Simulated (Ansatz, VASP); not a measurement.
## MgO in VASP and in Ansatz

The input INCAR:

```
PREC = Accurate
ENCUT = 520
EDIFF = 1E-6
ISMEAR = -1
SIGMA = 0.02
LREAL = False
LASPH = True
NELM = 80
ALGO = Normal
ISIF = 2
LWAVE = False
LCHARG = False
GGA = PE
NBANDS = 11
```

KPOINTS

```
Automatic mesh
0
Gamma
  10 10 10
```

File POSCAR:

```
MgO
1.0
    0.0000000000      2.1021674155      2.1652324379
    2.1021674155      0.0000000000      2.1652324379
    2.1021674155      2.1021674155      0.0000000000
Mg O
1 1
Direct
    0.0000000000      0.0000000000      0.0000000000
    0.5000000000      0.5000000000      0.5000000000
```

Input for Ansatz:

```yaml
crystal:
  lattice:
    - [0.0, 2.1021674155, 2.1652324379]
    - [2.1021674155, 0.0, 2.1652324379]
    - [2.1021674155, 2.1021674155, 0.0]
  atoms:
    - { symbol: Mg, position: [0.0, 0.0, 0.0] }
    - { symbol: O, position: [0.5, 0.5, 0.5] }
kpoints:
  mp_grid: { grid: [10, 10, 10] }
  band_path:
    path:
      - [0.0, 0.0, 0.0]
      - [0.5, 0.0, 0.5]
      - [0.625, 0.25, 0.625]
      - [0.375, 0.375, 0.75]
      - [0.5, 0.5, 0.5]
      - [0.5, 0.25, 0.75]
    npoints: 1
hamiltonian:
  xc: pbe
scf:
  occupations: { method: fermi_dirac, width: 0.02 }
  n_extra_bands: 4
output:
  forces: true
  stress: true
  eigenvalues: true
```

Change from the starting cell: uniaxial_z strain +3.0%.

Alike in both runs: task single point; functional PBE; k mesh 10 × 10 × 10; occupations fermi-dirac, width 0.02 eV; no spin polarisation.

```csv
,VASP,Ansatz
version,VASP 6.6.1,Ansatz 0.2.0
potentials or method,"VASP PAW PBE potentials, release 64 (Mg, O)","plane waves, PAW"
plane-wave cutoff (eV),520,420
valence electrons in the cell,8,16
```

|  | VASP | Ansatz | Ansatz less VASP |
| --- | --- | --- | --- |
| gap on the k mesh at the Fermi level (eV) | 4.45 | 4.47 | +0.018 |
| pressure (GPa) | 0.4 | 1.1 | +0.75 |
| traceless stress, the component that is largest in VASP (GPa) | -3.45 | -3.43 | +0.021 |

VASP's potentials hold 8 valence electrons a cell and Ansatz's 16, so a difference there can come from the potentials and not from the codes.
